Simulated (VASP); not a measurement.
Runs of VASP 6.6.1 on Si3Sn. The structure is that of space group P-4m2 (No. 115), or close to it. The cells are those of the table. 

```csv
task,level,spin,cell,k mesh,cutoff (eV),smearing,gap on the mesh (eV),pressure (GPa),relaxed volume (Å³/atom),largest force (eV/Å)
single point,PBE,off,"a = 4.038, b = 4.038, c = 5.749 Å, 4 atoms",4 × 4 × 4,520,gaussian 0.01 eV,0.23,1.4,-,(b)
single point,r2SCAN,off,"a = 4.038, b = 4.038, c = 5.749 Å, 4 atoms",6 × 6 × 4,520,gaussian 0.01 eV,0.41,-0.2,-,0.01
single point,PBE,off,"a = 4.065, b = 4.065, c = 5.784 Å, 4 atoms",6 × 6 × 4,520,fermi-dirac 0.02 eV,0.24,-0.1,-,0.01
relaxation of cell and atoms,PBE,off,"relaxed from a = 3.854, b = 3.854, c = 5.450 Å, 4 atoms",6 × 6 × 4,600,fermi-dirac 0.02 eV,0.24,0.0,(a),-
single point,r2SCAN,off,"a = 4.038, b = 4.038, c = 5.749 Å, 4 atoms",6 × 6 × 4,520,fermi-dirac 0.02 eV,0.41,-0.2,-,0.01
relaxation of cell and atoms,r2SCAN,off,"relaxed from a = 4.065, b = 4.065, c = 5.784 Å, 4 atoms",6 × 6 × 4,600,fermi-dirac 0.02 eV,0.40,0.0,23.39,-
single point,PBE,"non-collinear, zero start, SOC","a = 4.038, b = 4.038, c = 5.749 Å, 4 atoms",6 × 6 × 4,520,fermi-dirac 0.02 eV,-,1.3,-,0.08
single point,PBE,off,"a = 4.038, b = 4.038, c = 5.749 Å, 4 atoms",6 × 6 × 4,520,fermi-dirac 0.02 eV,0.23,1.4,-,0.08
```

Alike in all rows: potentials or basis VASP PAW PBE potentials, release 64 (Si, Sn_d).

Question: Fill in the values left out.

Answer: (a) 23.86; (b) 0.11.

Caveats: spin-orbit coupling is left out, which moves the levels of the heavy elements (some runs); the PAW data sets were made with another functional, which shifts forces and pressure a little (some runs); the volume moved by over 15 % at a fixed basis, so the end points are rough (some runs).

A k mesh can miss the band edges, and rows without SOC leave out spin-orbit coupling on Sn.
